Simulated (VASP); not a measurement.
Runs of VASP 6.6.1 on Tl. The structure is that of space group Im-3m (No. 229), or close to it. The cells are those of the table. 

```tsv
task	cell	k mesh	cutoff (eV)	gap on the mesh (eV)	pressure (GPa)
single point	a = 3.424 Å, angles 109.5°, 1 atom	13 × 13 × 13	520	none	-2.3
single point	a = 3.337 Å, angles 109.5°, 1 atom	13 × 13 × 13	520	none	0.0
single point	a = 3.198 Å, angles 109.5°, 1 atom	13 × 13 × 13	520	none	6.5
single point	a = 3.465 Å, angles 109.5°, 1 atom	13 × 13 × 13	520	none	-3.0
single point	a = 3.337 Å, angles 109.5°, 1 atom	12 × 12 × 12	520	none	-0.1
single point	a = 3.245 Å, angles 109.5°, 1 atom	13 × 13 × 13	520	none	3.7
single point	a = 3.381 Å, angles 109.5°, 1 atom	13 × 13 × 13	520	none	(b)
relaxation of cell and atoms	relaxed from a = 3.315 Å, angles 109.5°, 1 atom	12 × 12 × 12	600	none	0.0
single point	a = 3.337 Å, angles 109.5°, 1 atom	19 × 19 × 19	520	none	-0.1
single point	a = 3.292 Å, angles 109.5°, 1 atom	13 × 13 × 13	520	none	(a)
```

Alike in all rows: level PBEsol; potentials or basis VASP PAW PBE potentials, release 64 (Tl_d); no spin polarisation; smearing fermi-dirac 0.1 eV.

Fill in the values left out.

(a) 1.6; (b) -1.3.

Caveats: the PAW data sets were made with another functional, which shifts forces and pressure a little; spin-orbit coupling is left out, which moves the levels of the heavy elements.

A k mesh can miss the band edges, and the runs leave out spin-orbit coupling on Tl.

A gap of «none» marks levels without a gap at the run's occupations.
